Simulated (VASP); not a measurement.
Here is a VASP 6.6.1 calculation.

The input INCAR:

```
PREC = Accurate
ENCUT = 520
EDIFF = 1E-6
ISMEAR = 0
SIGMA = 0.1
LREAL = False
LASPH = True
NELM = 100
ALGO = Normal
ISIF = 2
LWAVE = False
LCHARG = False
GGA = PE
NBANDS = 10
```

Contents of KPOINTS:

```
regular mesh
0
Gamma
  15 15 15
```

File POSCAR:

```
Mg
1.0
    1.6017208966      0.9247539908      7.7604158681
   -1.6017208966      0.9247539908      7.7604158681
    0.0000000000     -1.8495079816      7.7604158681
Mg
3
Direct
    0.0000000000      0.0000000000      0.0000000000
    0.2220330183      0.2220330183      0.2220330183
    0.7779669817      0.7779669817      0.7779669817
```

Potentials or basis: VASP PAW PBE potentials, release 64 (Mg).

Command:

```sh
$ cat potpaw_PBE.64/Mg/POTCAR > POTCAR
$ mpirun -np 1 vasp_std > vasp.out
```

**Question.** Predict the pressure.

**Answer.** -0.1 GPa.

**Question.** Estimate the band gap on the k mesh.

**Answer.** Zero (band 3 reaches 3.59 eV, above the bottom of band 4 at 1.53 eV).
